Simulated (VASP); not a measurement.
# LiCl (Fm-3m) in VASP: further runs

LiCl is run at these levels: PBE, revPBE, LDA; tasks: single point, relaxation of cell and atoms.

All numbers are computed with VASP 6.6.1; they aren't measurements. Logs are shortened: lines on timing, memory, paths and dates and some standing lists are left out, and cuts for length are marked.

**1. The cell of the first run**

The structure is cubic, space group Fm-3m (No. 225). Conventional cell: a = 5.130 Å, b = 5.130 Å, c = 5.130 Å, α = 90.00°, β = 90.00°, γ = 90.00°. Cl (site symmetry m-3m) has 6 Li at 2.56 Å within 3.4 Å. Within 3.4 Å of Li (site symmetry m-3m) lie 6 Cl at 2.56 Å.

**2. Single point, PBE**

The input, INCAR:

```
PREC = Accurate
ENCUT = 520
EDIFF = 1E-6
ISMEAR = 0
SIGMA = 0.022
LREAL = F
LASPH = T
NELM = 80
ALGO = Normal
ISIF = 2
LWAVE = F
LCHARG = F
GGA = PE
NBANDS = 12
```

The input, KPOINTS:

```
regular mesh
0
Gamma
  9 9 9
```

The input, POSCAR:

```
LiCl
1.0
    0.0000000000      2.5647700000      2.5647700000
    2.5647700000      0.0000000000      2.5647700000
    2.5647700000      2.5647700000      0.0000000000
Cl Li
1 1
Direct
    0.5000000000      0.5000000000      0.5000000000
    0.0000000000      0.0000000000      0.0000000000
```

Potentials or basis: VASP PAW PBE potentials, release 64 (Cl, Li_sv).

Run with:

```console
$ cat potpaw_PBE.64/Cl/POTCAR potpaw_PBE.64/Li_sv/POTCAR > POTCAR
$ mpirun -np 1 vasp_std > vasp.out
```

OUTCAR:

```text
PREC = Accurate
   ENCUT = 520
   EDIFF = 1E-6
   ISMEAR = 0
   LREAL = F
   LASPH = T
   NELM = 80
   ISIF = 2
   GGA = PE

 ion  position               nearest neighbor table
   1  0.500  0.500  0.500-   2 2.56   2 2.56   2 2.56   2 2.56   2 2.56   2 2.56
   2  0.000  0.000  0.000-   1 2.56   1 2.56   1 2.56   1 2.56   1 2.56   1 2.56

  LATTYP: Found a face centered cubic cell.
 ALAT       =     5.1295400000

  Lattice vectors:

 A1 = (   0.0000000000,   2.5647700000,   2.5647700000)
 A2 = (   2.5647700000,   0.0000000000,   2.5647700000)
 A3 = (   2.5647700000,   2.5647700000,   0.0000000000)

Analysis of symmetry for initial positions (statically):
=====================================================================
 Subroutine PRICEL returns:
 Original cell was already a primitive cell.

 Routine SETGRP: Setting up the symmetry group for a
 face centered cubic supercell.

 Subroutine GETGRP returns: Found 48 space group operations
 (whereof 48 operations were pure point group operations)
 out of a pool of 48 trial point group operations.

The static configuration has the point symmetry O_h .

Analysis of symmetry for dynamics (positions and initial velocities):
=====================================================================
 Subroutine PRICEL returns:
 Original cell was already a primitive cell.

 Routine SETGRP: Setting up the symmetry group for a
 face centered cubic supercell.

 Subroutine GETGRP returns: Found 48 space group operations
 (whereof 48 operations were pure point group operations)
 out of a pool of 48 trial point group operations.

The dynamic configuration has the point symmetry O_h .

 Subroutine INISYM returns: Found 48 space group operations
 (whereof 48 operations are pure point group operations),
 and found     1 'primitive' translations

----------------------------------------------------------------------------------------

                                     Primitive cell

  volume of cell :      33.7423

  direct lattice vectors                    reciprocal lattice vectors
     0.000000000  2.564770000  2.564770000    -0.194949255  0.194949255  0.194949255
     2.564770000  0.000000000  2.564770000     0.194949255 -0.194949255  0.194949255
     2.564770000  2.564770000  0.000000000     0.194949255  0.194949255 -0.194949255

  length of vectors
     3.627132518  3.627132518  3.627132518     0.337662014  0.337662014  0.337662014

  position of ions in fractional coordinates (direct lattice)
     0.500000000  0.500000000  0.500000000
     0.000000000  0.000000000  0.000000000

  ion indices of the primitive-cell ions
   primitive index   ion index
                 1           1
                 2           2

----------------------------------------------------------------------------------------

 KPOINTS: regular mesh

Automatic generation of k-mesh.
 Grid dimensions read from file:
 generate k-points for:    9    9    9

 Generating k-lattice:

  Cartesian coordinates                     Fractional coordinates (reciprocal lattice)
    -0.021661028  0.021661028  0.021661028     0.111111111  0.000000000  0.000000000
     0.021661028 -0.021661028  0.021661028     0.000000000  0.111111111  0.000000000
     0.021661028  0.021661028 -0.021661028     0.000000000  0.000000000  0.111111111

  Length of vectors
     0.037518002  0.037518002  0.037518002

  Shift w.r.t. Gamma in fractional coordinates (k-lattice)
     0.000000000  0.000000000  0.000000000

 Subroutine IBZKPT returns following result:
 ===========================================

 Found     35 irreducible k-points:

 Following reciprocal coordinates:
            Coordinates               Weight
  0.000000  0.000000  0.000000      1.000000
  0.111111  0.000000  0.000000      8.000000
  0.222222  0.000000  0.000000      8.000000
  0.333333  0.000000  0.000000      8.000000
  0.444444  0.000000  0.000000      8.000000
  0.111111  0.111111  0.000000      6.000000
[... 16 lines left out ...]
 -0.333333  0.333333  0.000000     12.000000
  0.444444  0.444444  0.000000      6.000000
 [... further k-points ...]
   k-points           NKPTS =     35   k-points in BZ     NKDIM =     35   number of bands    NBANDS=     12
   number of dos      NEDOS =    301   number of ions     NIONS =      2
   total plane-waves  NPLWV =  21952
   dimension x,y,z NGX =    28 NGY =   28 NGZ =   28
   dimension x,y,z NGXF=    56 NGYF=   56 NGZF=   56
   ions per type =               1   1
   NGX,Y,Z   is equivalent  to a cutoff of  12.83, 12.83, 12.83 a.u.
   NGXF,Y,Z  is equivalent  to a cutoff of  25.67, 25.67, 25.67 a.u.
 SYSTEM =  unknown system
   PREC   = accura    normal or accurate (medium, high low for compatibility)
   ISTART =      0    job   : 0-new  1-cont  2-samecut
   ICHARG =      2    charge: 1-file 2-atom 10-const
   ISPIN  =      1    spin polarized calculation?
   LNONCOLLINEAR =      F non collinear calculations
   LSORBIT =      F    spin-orbit coupling
   LASPH  =      T    aspherical Exc in radial PAW
   ENCUT  =  520.0 eV  38.22 Ry    6.18 a.u.   6.74  6.74  6.74*2*pi/ulx,y,z
   NELM   =     80;   NELMIN=  2; NELMDL= -5     # of ELM steps
   EDIFF  = 0.1E-05   stopping-criterion for ELM
   LREAL  =      F    real-space projection
   EDIFFG = 0.1E-04   stopping-criterion for IOM
   NSW    =      0    number of steps for IOM
   IBRION =     -1    ionic relax: 0-MD 1-quasi-New 2-CG
   NFREE  =      0    steps in history (QN), initial steepest desc. (CG)
   ISIF   =      2    stress and relaxation
   ISYM   =      2    0-nonsym 1-usesym 2-fastsym
   POTIM  = 0.5000    time-step for ionic-motion
   TEBEG  =    0.0;   TEEND  =   0.0 temperature during run
   PSTRESS=    0.0 pullay stress
   NELECT =      10.0000    total number of electrons
   NUPDOWN=      -1.0000    fix difference up-down
   EMIN   =  10.00;   EMAX   =-10.00  energy-range for DOS
   EFERMI =   0.00;   METHOD = LEGACY
   ISMEAR =     0;   SIGMA  =   0.02  broadening in eV -4-tet -1-fermi 0-gaus
   EFERMI_NEDOS =   21; number of points for ismear=-14 and -15
   IALGO  =     38    algorithm
   IMIX   =      4    mixing-type and parameters
     AMIX     =   0.40;   BMIX     =  1.00
     AMIX_MAG =   1.60;   BMIX_MAG =  1.00
  volume/ion in A,a.u.               =      16.87       113.85
  Fermi-wavevector in a.u.,A,eV,Ry     =   1.091482  2.062601 16.209056  1.191332
  Thomas-Fermi vector in A             =   2.227728
   LORBIT       =      0    0 simple, 1 ext, 2 COOP (PROOUT), +10 PAW based schemes
   GGA     = PE    functional components
   LHFCALC =     F    Hartree Fock is set to
   AEXX    =    0.0000 exact exchange contribution
   IVDW    =     0    specifies the selected vdW correction
   LEPSILON=     F    determine dielectric tensor
   LRPA    =     F    only Hartree local field effects (RPA)
 non-spin polarized calculation
 Gauss-broadening in eV      SIGMA  =   0.02
  energy-cutoff  :      520.00
  volume of cell :       33.74
 maximum number of plane-waves:       922
   NGX = 13   NGY = 13   NGZ = 13

 number of electron      10.0000005 magnetization

 Free energy of the ion-electron system (eV)
  ---------------------------------------------------
  ext. energy  EPLUGINS =         0.00000000
  ---------------------------------------------------
  free energy    TOTEN  =        -7.38575090 eV

  energy without entropy =       -7.38575090  energy(sigma->0) =       -7.38575090

 E-fermi :   0.8634     XC(G=0):  -8.7308

 val. band max:        0.5793941029   @ k =   0.0000   0.0000   0.0000
 cond. band min:       6.9203722923   @ k =   0.0000   0.0000   0.0000
 fundamental gap:      6.3409781893
 Fermi energy:         0.8634258032

 k-point     1 :       0.0000    0.0000    0.0000
  band No.  band energies     occupation
      1     -42.9431      2.00000
      2     -12.8172      2.00000
      3       0.5794      2.00000
      4       0.5794      2.00000
      5       0.5794      2.00000
      6       6.9204      0.00000
      7      12.5179      0.00000
      8      12.5179      0.00000
      9      12.5179      0.00000
     10      15.1081      0.00000
     11      15.1095      0.00000
     12      15.1507      0.00000

 k-point     2 :       0.1111    0.0000    0.0000
  band No.  band energies     occupation
      1     -42.9429      2.00000
      2     -12.7571      2.00000
      3       0.1538      2.00000
      4       0.5465      2.00000
      5       0.5465      2.00000
      6       7.3003      0.00000
      7      11.8397      0.00000
      8      12.4846      0.00000
      9      12.4846      0.00000
     10      13.7246      0.00000
     11      13.7246      0.00000
     12      15.5078      0.00000

 k-point     3 :       0.2222    0.0000    0.0000
  band No.  band energies     occupation
      1     -42.9421      2.00000
      2     -12.5980      2.00000
      3      -0.7599      2.00000
      4       0.4670      2.00000
      5       0.4670      2.00000
      6       7.7881      0.00000
      7      11.4498      0.00000
      8      11.5351      0.00000
      9      11.5352      0.00000
     10      14.2254      0.00000
     11      14.2254      0.00000
     12      16.0064      0.00000

 k-point     4 :       0.3333    0.0000    0.0000
  band No.  band energies     occupation
      1     -42.9411      2.00000
      2     -12.4035      2.00000
      3      -1.6401      2.00000
      4       0.3825      2.00000
      5       0.3825      2.00000
      6       7.6436      0.00000
      7      10.6214      0.00000
      8      10.6214      0.00000
      9      12.3004      0.00000
     10      15.6631      0.00000
     11      15.6631      0.00000
     12      16.5690      0.00000

 k-point     5 :       0.4444    0.0000    0.0000
  band No.  band energies     occupation
      1     -42.9405      2.00000
      2     -12.2675      2.00000
      3      -2.1624      2.00000
      4       0.3305      2.00000
      5       0.3305      2.00000
      6       7.3782      0.00000
      7      10.1408      0.00000
      8      10.1408      0.00000
      9      13.3746      0.00000
     10      17.2646      0.00000
     11      17.3257      0.00000
     12      17.3257      0.00000
[... 228 lines left out ...]
      1     -42.9401      2.00000
      2     -12.1125      2.00000
      3      -1.9549      2.00000
      4      -0.5462      2.00000
      5      -0.3535      2.00000
      6       8.7833      0.00000
      7       9.4437      0.00000
      8      11.7101      0.00000
      9      13.4248      0.00000
     10      14.4487      0.00000
     11      18.0071      0.00000
     12      19.4483      0.00000

 k-point    22 :      -0.4444    0.3333    0.0000
  band No.  band energies     occupation
      1     -42.9398      2.00000
      2     -12.0458      2.00000
      3      -1.9682      2.00000
      4      -1.0109      2.00000
      5      -0.2762      2.00000
      6       8.6845      0.00000
      7      10.2461      0.00000
      8      11.9176      0.00000
      9      12.5061      0.00000
     10      14.7043      0.00000
     11      18.0183      0.00000
     12      19.2472      0.00000

 k-point    23 :      -0.3333    0.3333    0.0000
  band No.  band energies     occupation
      1     -42.9398      2.00000
      2     -12.0737      2.00000
      3      -1.6002      2.00000
      4      -1.4487      2.00000
      5      -0.0669      2.00000
      6       8.7208      0.00000
      7      11.1712      0.00000
      8      11.5293      0.00000
      9      11.5892      0.00000
     10      15.1118      0.00000
     11      16.6694      0.00000
     12      18.9917      0.00000

 k-point    24 :       0.4444    0.4444    0.0000
  band No.  band energies     occupation
      1     -42.9398      2.00000
      2     -12.0333      2.00000
      3      -2.2292      2.00000
      4      -0.4920      2.00000
      5      -0.4920      2.00000
      6       8.5227      0.00000
      7       8.9362      0.00000
      8      12.7396      0.00000
      9      14.5460      0.00000
     10      14.5461      0.00000
     11      17.4935      0.00000
     12      19.3285      0.00000

 [... further k-points ...]

------------------------ aborting loop because EDIFF is reached ----------------------------------------

  FORCE on cell =-STRESS in cart. coord.  units (eV):
  Direction    XX          YY          ZZ          XY          YZ          ZX
  --------------------------------------------------------------------------------------
  -------------------------------------------------------------------------------------
  Total        0.0634016      0.0634016      0.0634016      0.0000000     -0.0000000      0.0000000
  in kB        3.0104799      3.0104799      3.0104799      0.0000000     -0.0000000      0.0000000
  external PRESSURE =       3.0104799 kB  Pullay stress =       0.0000000 kB

 VOLUME and BASIS-vectors are now :
 -----------------------------------------------------------------------------
  energy-cutoff  :      520.00
  volume of cell :       33.74
      direct lattice vectors                 reciprocal lattice vectors
     0.000000000  2.564770000  2.564770000    -0.194949255  0.194949255  0.194949255
     2.564770000  0.000000000  2.564770000     0.194949255 -0.194949255  0.194949255
     2.564770000  2.564770000  0.000000000     0.194949255  0.194949255 -0.194949255

 POSITION                                       TOTAL-FORCE (eV/Angst)
 -----------------------------------------------------------------------------------
      2.56477      2.56477      2.56477         0.000000      0.000000      0.000000
      0.00000      0.00000      0.00000        -0.000000     -0.000000     -0.000000
 -----------------------------------------------------------------------------------
    total drift:                                0.000000      0.000000      0.000000

  FREE ENERGIE OF THE ION-ELECTRON SYSTEM (eV)
  ---------------------------------------------------
  free  energy   TOTEN  =        -7.3857509020 eV

  energy  without entropy=       -7.3857509020  energy(sigma->0) =       -7.38575090
```

Run time: 11 s. Hardware: 1 thread of AMD EPYC 7R13 (Zen 3), shared host; peak memory 0.12 GiB.

Results:

| Item | Value |
| --- | --- |
| Free energy | -7.3858 eV |
| Band gap on the k mesh | 6.34 eV, direct |

Levels at points of the mesh, in eV from the valence-band top:
```tsv
k point	band 1	band 2	band 3	band 4	band 5	band 6	band 7	band 8	band 9	band 10
(0.00, 0.00, 0.00)	-43.52	-13.40	0.00	0.00	0.00	6.34	11.94	11.94	11.94	14.53
```

Caveat: the cutoff is under 1.25 times the usual one of these potentials, so pressure, stress and relaxed cells hold a basis-set (Pulay) error.

**3. Single point, PBE**

This run uses another cell than the first one, of 17.08 Å³/atom, 1.012 times its volume.

The input, INCAR:

```
SYSTEM = LiCl
PREC = Accurate
ENCUT = 520
EDIFF = 1E-6
ISMEAR = -1
SIGMA = 0.05
LREAL = .False.
LASPH = .True.
NELM = 60
ALGO = Normal
ISIF = 2
LWAVE = .False.
LCHARG = .False.
GGA = PE
NBANDS = 12
```

The input, KPOINTS:

```
regular mesh
0
Gamma
  9 9 9
  0 0 0
```

The input, POSCAR:

```
LiCl
1.0
    0.0000000000      2.5752650532      2.5752650532
    2.5752650532      0.0000000000      2.5752650532
    2.5752650532      2.5752650532      0.0000000000
Cl Li
1 1
Direct
    0.5000000000      0.5000000000      0.5000000000
    0.0000000000      0.0000000000      0.0000000000
```

Potentials or basis: VASP PAW PBE potentials, release 64 (Cl, Li_sv).

Run with:

```console
$ cat potpaw_PBE.64/Cl/POTCAR potpaw_PBE.64/Li_sv/POTCAR > POTCAR
$ mpirun -np 1 vasp_std > vasp.out
```

Run time: 10 s. Hardware: 1 thread of AMD EPYC 7R13 (Zen 3), shared host; peak memory 0.12 GiB.

It converged, with:

```
Free energy            : -7.3862 eV
Band gap on the k mesh : 6.27 eV, direct
```

Levels at points of the mesh, in eV from the valence-band top:
```
           k point  band 3  band 4  band 5  band 6  band 7  band 8
(0.00, 0.00, 0.00)    0.00    0.00    0.00    6.27   11.93   11.93
```

Caveat: the cutoff is under 1.25 times the usual one of these potentials, so pressure, stress and relaxed cells hold a basis-set (Pulay) error. A hybrid or GW would open this gap; PBE tends to underestimate it.

**4. Single point, revPBE**

This run uses another cell than the first one, of 18.04 Å³/atom, 1.069 times its volume.

The input, INCAR:

```
SYSTEM = LiCl
PREC     = Accurate       ! precision mode
ENCUT    = 520            ! plane-wave cutoff, eV
EDIFF    = 1E-6           ! SCF threshold, eV
ISMEAR   = -1             ! smearing method
SIGMA    = 0.05           ! smearing width, eV
LREAL    = .False.        ! projectors in reciprocal space
LASPH    = .True.         ! aspherical terms in the spheres
NELM     = 80             ! most SCF steps
ALGO     = Normal         ! electronic algorithm
ISIF     = 2              ! what is computed and relaxed
LWAVE    = .False.        ! write WAVECAR
LCHARG   = .True.         ! write CHGCAR
GGA      = RE             ! functional
LELF     = .True.         ! ELF
LVHAR    = .True.       
NBANDS   = 12             ! bands
```

The input, KPOINTS:

```
Automatic mesh
0
Gamma
  9 9 9
  0 0 0
```

The input, POSCAR:

```
LiCl
1.0
    0.0000000000      2.6228127999      2.6228127999
    2.6228127999      0.0000000000      2.6228127999
    2.6228127999      2.6228127999      0.0000000000
Cl Li
1 1
Direct
    0.5000000000      0.5000000000      0.5000000000
    0.0000000000      0.0000000000      0.0000000000
```

Run with:

```console
$ cat potpaw_PBE.64/Cl/POTCAR potpaw_PBE.64/Li_sv/POTCAR > POTCAR
$ mpirun -np 1 vasp_std > vasp.out
```

It took 12 s on 1 thread of AMD EPYC 7R13 (Zen 3), shared host; peak memory 0.12 GiB.

Results (log left out):

| Quantity | Value |
| --- | --- |
| Free energy | -7.0245 eV |
| Band gap on the k mesh | 6.19 eV, direct |

Levels at points of the mesh, in eV from the valence-band top:
```tsv
k point	band 3	band 4	band 5	band 6	band 7	band 8
(0.00, 0.00, 0.00)	0.00	0.00	0.00	6.19	11.95	11.95
```

Caveat: the cutoff is under 1.25 times the usual one of these potentials, so pressure, stress and relaxed cells hold a basis-set (Pulay) error; the PAW data sets were made with another functional, which shifts forces and pressure a little.

**5. Relaxation of cell and atoms, LDA**

The input, INCAR:

```
PREC = Accurate
ENCUT = 600
EDIFF = 1E-6
ISMEAR = -1
SIGMA = 0.05
LREAL = F
LASPH = T
NELM = 60
ALGO = Normal
ISIF = 3
LWAVE = F
LCHARG = F
IBRION = 2
NSW = 80
EDIFFG = -0.02
```

The input, KPOINTS:

```
regular mesh
0
Gamma
  9 9 9
```

The input, POSCAR:

```
LiCl
1.0
    0.0000000000      2.5647700000      2.5647700000
    2.5647700000      0.0000000000      2.5647700000
    2.5647700000      2.5647700000      0.0000000000
Cl Li
1 1
Direct
    0.5000000000      0.5000000000      0.5000000000
    0.0000000000      0.0000000000      0.0000000000
```

Potentials or basis: VASP PAW LDA potentials, release 64 (Cl, Li_sv).

Run with:

```console
$ cat potpaw_LDA.64/Cl/POTCAR potpaw_LDA.64/Li_sv/POTCAR > POTCAR
$ mpirun -np 1 vasp_std > vasp.out
```

Run time: 25 s. Hardware: 1 thread of AMD EPYC 7R13 (Zen 3), shared host; peak memory 0.12 GiB.

Results (log left out):

| Quantity | Value |
| --- | --- |
| Free energy | -8.0979 eV |
| Relaxed volume | 15.25 Å³/atom |
| Relaxed cell | a = 3.507 Å, b = 3.507 Å, c = 3.507 Å, α = 60.00°, β = 60.00°, γ = 60.00° |
| Space group after relaxing (to 0.05 Å) | Fm-3m (No. 225) |
| Energy gained by relaxing | 18.2 meV/atom |
| Ionic steps | 4 |
| Pressure after relaxing | 0.0 GPa |
| Band gap on the k mesh | 6.57 eV, indirect (least direct gap 6.63 eV) |

The path:
```tsv
step	energy change (eV)	largest force (eV/Å)	pressure (GPa)	volume (Å³)
1	0.0000	0.0000	-3.30	33.74
2	-0.0271	0.0000	-1.83	32.08
3	-0.0362	0.0000	-0.24	30.70
4	-0.0364	0.0000	0.02	30.51
```

Final structure:
```
Cl Li
1.0
     0.00000    2.48000    2.48000
     2.48000    0.00000    2.48000
     2.48000    2.48000    0.00000
Cl Li
1 1
Direct
  0.50000 0.50000 0.50000
  0.00000 0.00000 0.00000
```

Levels at points of the mesh, in eV from the valence-band top:
| k point | band 1 | band 2 | band 3 | band 4 | band 5 | band 6 | band 7 | band 8 | band 9 |
| --- | --- | --- | --- | --- | --- | --- | --- | --- | --- |
| (0.00, 0.00, 0.00) | -42.34 | -13.71 | 0.00 | 0.00 | 0.00 | 6.63 | 11.81 | 11.81 | 11.81 |

Caveat: the cutoff is under 1.25 times the usual one of these potentials, so pressure, stress and relaxed cells hold a basis-set (Pulay) error. Zero-point motion and thermal expansion aren't in these numbers.

(Continued in part 2 of 2.)
